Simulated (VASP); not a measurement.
Input of a VASP 6.6.1 run:

Contents of INCAR:

```
PREC = Accurate
ENCUT = 910
EDIFF = 1E-6
ISMEAR = -1
SIGMA = 0.05
LREAL = False
LASPH = True
NELM = 120
ALGO = Normal
ISIF = 2
LWAVE = False
LCHARG = False
NBANDS = 16
GGA_COMPAT = False
```

The input KPOINTS:

```
regular mesh
0
Gamma
  10 10 10
```

File POSCAR:

```
GaN
1.0
    0.0000000000      2.2535006075      2.2535006075
    2.2535006075      0.0000000000      2.2535006075
    2.2535006075      2.2535006075      0.0000000000
Ga N
1 1
Direct
    0.0000000000      0.0000000000      0.0000000000
    0.2500000000      0.2500000000      0.2500000000
```

Potentials or basis: VASP PAW LDA potentials, release 64 (Ga_d, N_h).

Run with:

```sh
$ cat potpaw_LDA.64/Ga_d/POTCAR potpaw_LDA.64/N_h/POTCAR > POTCAR
$ mpirun -np 1 vasp_std > vasp.out
```

Estimate the band gap on the k mesh.

1.75 eV, direct.

Predict the pressure.

-5.7 GPa.

Caveat: the cutoff is under 1.25 times the usual one of these potentials, so pressure, stress and relaxed cells hold a basis-set (Pulay) error. Expect the measured gap to be larger: semilocal functionals such as LDA lack the derivative discontinuity.
